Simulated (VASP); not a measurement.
Set up this calculation in VASP 6.6.1, as the native input.

```
Task                   : single point
Functional             : BLYP
Potentials or basis    : VASP PAW PBE potentials, release 64 (Zn)
Cutoff                 : 500 eV
k mesh                 : 7 × 7 × 3
Occupations            : fermi-dirac, width 0.1 eV
Spin                   : no spin polarisation
Dipole correction      : no
Further INCAR settings : ALGO = Normal; EDIFF = 1e-06; NBANDS = 19
```

The structure of Zn lies in POSCAR:

```
Zn
1.0
    2.6138468802      0.0000000000      0.0000000000
   -1.3069234401      2.2636577999      0.0000000000
    0.0000000000      0.0000000000      6.4038554609
Zn
2
Direct
    0.3333333333      0.6666666667      0.2500000000
    0.6666666667      0.3333333333      0.7500000000
```

One way to write it, as run:

INCAR

```
SYSTEM = Zn
  AGGAC = 1.0
  AGGAX = 1.0
  ALDAC = 0.0
  ALDAX = 1.0
  ALGO = Normal
  EDIFF = 1E-6
  ENCUT = 500
  GGA = B5
  GGA_COMPAT = .FALSE.
  ISIF = 2
  ISMEAR = -1
  LASPH = .TRUE.
  LCHARG = .FALSE.
  LREAL = .FALSE.
  LWAVE = .FALSE.
  NBANDS = 19
  NELM = 120
  PREC = Accurate
  SIGMA = 0.1
```

KPOINTS

```
k-points
0
G
  7 7 3
  0 0 0
```

Potentials or basis: VASP PAW PBE potentials, release 64 (Zn).

Run with:

```sh
$ cat potpaw_PBE.64/Zn/POTCAR > POTCAR
$ mpirun -np 1 vasp_std > vasp.out
```

Results of the run:

The pressure is 0.5 GPa. The band gap on the k mesh is zero (band 12 reaches 3.21 eV, above the bottom of band 13 at -0.92 eV).

Caveat: the k points lie up to 0.40 Å⁻¹ apart; the PAW data sets were made with another functional, which shifts forces and pressure a little.

Wall time 14 s on 1 thread of Intel Xeon 6975P-C (shared host), peak memory 0.14 GiB.
